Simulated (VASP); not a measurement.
Here is a VASP 6.6.1 calculation.

INCAR

```
PREC = Accurate
ENCUT = 520
EDIFF = 1E-7
ISMEAR = -1
SIGMA = 0.05
LREAL = False
LASPH = True
NELM = 80
ALGO = Normal
ISIF = 2
LWAVE = False
LCHARG = False
GGA = PE
NBANDS = 36
```

File KPOINTS:

```
regular mesh
0
Gamma
  7 7 7
```

File POSCAR:

```
GaGe3
1.0
    0.0000000000      3.3871670000      3.3871670000
    3.3871670000      0.0000000000      3.3871670000
    3.3871670000      3.3871670000      0.0000000000
Ge Ga
3 1
Direct
    0.5000000000      0.5000000000      0.5000000000
    0.7500000000      0.7500000000      0.7500000000
    0.2500000000      0.2500000000      0.2500000000
    0.0000000000      0.0000000000      0.0000000000
```

Potentials or basis: VASP PAW PBE potentials, release 64 (Ge_d, Ga_d).

Command:

```bash
$ cat potpaw_PBE.64/Ge_d/POTCAR potpaw_PBE.64/Ga_d/POTCAR > POTCAR
$ mpirun -np 1 vasp_std > vasp.out
```

Q: Estimate the pressure.

A: -0.5 GPa.
